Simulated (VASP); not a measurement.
Write the native input for VASP 6.6.1 that does the following.

| Item | Value |
| --- | --- |
| Task | single point |
| Functional | PBE |
| Potentials or basis | VASP PAW PBE potentials, release 64 (Zr_sv, Si, O) |
| Cutoff | 520 eV |
| k mesh | 8 × 8 × 4 |
| Occupations | fermi-dirac, width 0.05 eV |
| Spin | no spin polarisation |
| Dipole correction | no |
| Further INCAR settings | ALGO = Normal; EDIFF = 1e-07; NBANDS = 31 |

The structure of ZrSiO lies in POSCAR:

```
ZrSiO
1.0
    3.2751197699      0.0000000000      0.0000000000
    0.0000000000      3.2751197699      0.0000000000
    0.0000000000      0.0000000000      7.2524835630
Zr Si O
2 2 2
Direct
    0.5000000000      0.0000000000      0.3084100000
    0.0000000000      0.5000000000      0.6915900000
    0.0000000000      0.0000000000      0.0000000000
    0.5000000000      0.5000000000      0.0000000000
    0.5000000000      0.0000000000      0.6112940000
    0.0000000000      0.5000000000      0.3887060000
```

These files were run (other wordings do the same):

INCAR

```
SYSTEM = ZrSiO
PREC     = Accurate       ! precision mode
ENCUT    = 520            ! plane-wave cutoff, eV
EDIFF    = 1E-7           ! SCF threshold, eV
ISMEAR   = -1             ! smearing method
SIGMA    = 0.05           ! smearing width, eV
LREAL    = .FALSE.        ! projectors in reciprocal space
LASPH    = .TRUE.         ! aspherical terms in the spheres
NELM     = 100            ! most SCF steps
ALGO     = Normal         ! electronic algorithm
ISIF     = 2              ! what is computed and relaxed
LWAVE    = .FALSE.        ! write WAVECAR
LCHARG   = .TRUE.         ! write CHGCAR
GGA      = PE             ! functional
LELF     = .TRUE.         ! ELF
LVHAR    = .TRUE.       
NBANDS   = 31             ! bands
```

KPOINTS

```
regular mesh
0
G
  8 8 4
  0 0 0
```

Potentials or basis: VASP PAW PBE potentials, release 64 (Zr_sv, Si, O).

Launch:

```sh
$ cat potpaw_PBE.64/Zr_sv/POTCAR potpaw_PBE.64/Si/POTCAR potpaw_PBE.64/O/POTCAR > POTCAR
$ mpirun -np 1 vasp_std > vasp.out
```

It gave:

```json
{"Pressure": "6.1 GPa", "Largest force": "0.098 eV/Å", "Band gap on the k mesh": "zero (band 22 reaches 11.16 eV, above the bottom of band 23 at 11.01 eV)"}
```

Wall time 100 s on 1 thread of AMD EPYC 7R43 64-Core Processor (Zen 3), on a shared host, peak memory 0.2 GiB.
